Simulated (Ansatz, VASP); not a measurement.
Y3B: VASP beside Ansatz

The input INCAR:

```
SYSTEM = Y3B
PREC = Accurate
ENCUT = 600
EDIFF = 1E-6
ISMEAR = 0
SIGMA = 0.1
LREAL = .False.
LASPH = .True.
NELM = 100
ALGO = Normal
ISIF = 3
LWAVE = .False.
LCHARG = .False.
GGA = PE
IBRION = 2
NSW = 90
EDIFFG = -0.04
```

The input KPOINTS:

```
Automatic mesh
0
Gamma
  4 4 4
  0 0 0
```

Contents of POSCAR:

```
Y3B
1.0
    4.3908683104      0.0000000000      0.0000000000
    0.0000000000      4.3908683104      0.0000000000
    0.0000000000      0.0000000000      4.3908683104
Y B
3 1
Direct
    0.0000000000      0.5000000000      0.5000000000
    0.5000000000      0.0000000000      0.5000000000
    0.5000000000      0.5000000000      0.0000000000
    0.0000000000      0.0000000000      0.0000000000
```

Input for Ansatz:

```yaml
crystal:
  lattice:
    - [4.3908683104, 0.0, 0.0]
    - [0.0, 4.3908683104, 0.0]
    - [0.0, 0.0, 4.3908683104]
  atoms:
    - { symbol: "Y", position: [0.0, 0.5, 0.5] }
    - { symbol: "Y", position: [0.5, 0.0, 0.5] }
    - { symbol: "Y", position: [0.5, 0.5, 0.0] }
    - { symbol: B, position: [0.0, 0.0, 0.0] }
basis:
  ecutwfc: 420
kpoints:
  mp_grid: { grid: [4, 4, 4] }
hamiltonian:
  xc: pbe
scf:
  occupations: { method: gaussian, width: 0.1 }
  lower_state_search: "off"
output:
  forces: true
  stress: true
  eigenvalues: true
relax:
  adjacent_minimum: "off"
  f_tol: 0.04
  max_steps: 70
  cell: { stress_tol: 0.4 }
```

Alike in both runs: task relaxation of cell and atoms; functional PBE; k mesh 4 × 4 × 4; occupations gaussian, width 0.1 eV; no spin polarisation.

|  | VASP | Ansatz |
| --- | --- | --- |
| version | VASP 6.6.1 | Ansatz 0.2.0 |
| potentials or method | VASP PAW PBE potentials, release 64 (Y_sv, B), cutoff 600 eV | scalar-relativistic, plane waves, PAW |
| valence electrons in the cell | 36 | 36 |

Ansatz gave:

* gap on the k mesh at the Fermi level, each at its own relaxed structure (eV): none
* relaxed volume (Å³/atom): 23.17
* relaxed cell length with the largest relative difference (Å): 4.526

Q: Estimate VASP's values.

A: gap on the k mesh at the Fermi level, each at its own relaxed structure (eV): none; relaxed volume (Å³/atom): 23.04; relaxed cell length with the largest relative difference (Å): 4.517.

A gap of «none» marks a metal or a gap that the smearing closes.
